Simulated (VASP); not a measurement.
Wanted: the native input for a VASP 6.6.1 run.

* Task: single point
* Functional: PBEsol
* Potentials or basis: VASP PAW PBE potentials, release 64 (K_sv, Ta_pv, O)
* Cutoff: 520 eV
* k mesh: 8 × 8 × 8
* Occupations: gaussian, width 0.05 eV
* Spin: no spin polarisation
* Dipole correction: no
* Further INCAR settings: ALGO = Normal; EDIFF = 1e-07; NBANDS = 27

The structure of KTaO3 lies in POSCAR:

```
KTaO3
1.0
    3.9132357662      0.0000000000      0.0000000000
    0.0000000000      3.9132357662      0.0000000000
    0.0000000000      0.0000000000      3.9132357662
K Ta O
1 1 3
Direct
    0.5000000000      0.5000000000      0.5000000000
    0.0000000000      0.0000000000      0.0000000000
    0.5000000000      0.0000000000      0.0000000000
    0.0000000000      0.5000000000      0.0000000000
    0.0000000000      0.0000000000      0.5000000000
```

This cell differs from its parent crystal: volume 11.985 Å^3 an atom, c/a of the conventional cell 1.0000.

These files were run (other wordings do the same):

INCAR

```
PREC = Accurate ; ENCUT = 520
EDIFF = 1E-7 ; ISMEAR = 0
SIGMA = 0.05 ; LREAL = False
LASPH = True ; NELM = 60
ALGO = Normal ; ISIF = 2
LWAVE = False ; LCHARG = False
GGA = PS ; NBANDS = 27
```

KPOINTS

```
regular mesh
0
Gamma
  8 8 8
```

Potentials or basis: VASP PAW PBE potentials, release 64 (K_sv, Ta_pv, O).

The run is started by

```bash
$ cat potpaw_PBE.64/K_sv/POTCAR potpaw_PBE.64/Ta_pv/POTCAR potpaw_PBE.64/O/POTCAR > POTCAR
$ mpirun -np 1 vasp_std > vasp.out
```

Results of the run:

- Pressure: 13.6 GPa
- Band gap on the k mesh: 2.20 eV, indirect (least direct gap 2.78 eV)

Caveat: the PAW data sets were made with another functional, which shifts forces and pressure a little; spin-orbit coupling is left out, which moves the levels of the heavy elements.

Run time: 72 s on 1 thread of Intel(R) Xeon(R) Platinum 8259CL CPU @ 2.50GHz (Skylake/Cascade Lake) (shared host), peak memory 0.2 GiB.
